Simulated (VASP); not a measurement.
A run of VASP 6.6.1 is set up as follows.

File INCAR:

```
SYSTEM = Bi
PREC     = Accurate       ! precision mode
ENCUT    = 500            ! plane-wave cutoff, eV
EDIFF    = 1E-6           ! SCF threshold, eV
ISMEAR   = -1             ! smearing method
SIGMA    = 0.1            ! smearing width, eV
LREAL    = .False.        ! projectors in reciprocal space
LASPH    = .True.         ! aspherical terms in the spheres
NELM     = 120            ! most SCF steps
ALGO     = Normal         ! electronic algorithm
ISIF     = 2              ! what is computed and relaxed
LWAVE    = .False.        ! write WAVECAR
LCHARG   = .False.        ! write CHGCAR
GGA      = RP             ! functional
NBANDS   = 22             ! bands
GGA_COMPAT= .False.
```

File KPOINTS:

```
regular mesh
0
Gamma
  9 9 9
  0 0 0
```

Contents of POSCAR:

```
Bi
1.0
    2.3029507800      1.3296092527      4.2337995454
   -2.3029507800      1.3296092527      4.2337995454
    0.0000000000     -2.6592185055      4.2337995454
Bi
2
Direct
    0.2307775109      0.2307775109      0.2307775109
    0.7692224891      0.7692224891      0.7692224891
```

Potentials or basis: VASP PAW PBE potentials, release 64 (Bi_d).

Launch:

```console
$ cat potpaw_PBE.64/Bi_d/POTCAR > POTCAR
$ mpirun -np 1 vasp_std > vasp.out
```

What does it give for the band gap on the k mesh?

Zero (bands 15 and 16 overlap by 0.01 eV).

What does it give for the largest force?

0.009 eV/Å.

Estimate the pressure.

0.0 GPa.

Forces on the atoms (eV/Å):
```
Bi   0.000  0.000  0.009
Bi   0.000  0.000 -0.009
```

Caveat: the PAW data sets were made with another functional, which shifts forces and pressure a little; spin-orbit coupling is left out, which moves the levels of the heavy elements.
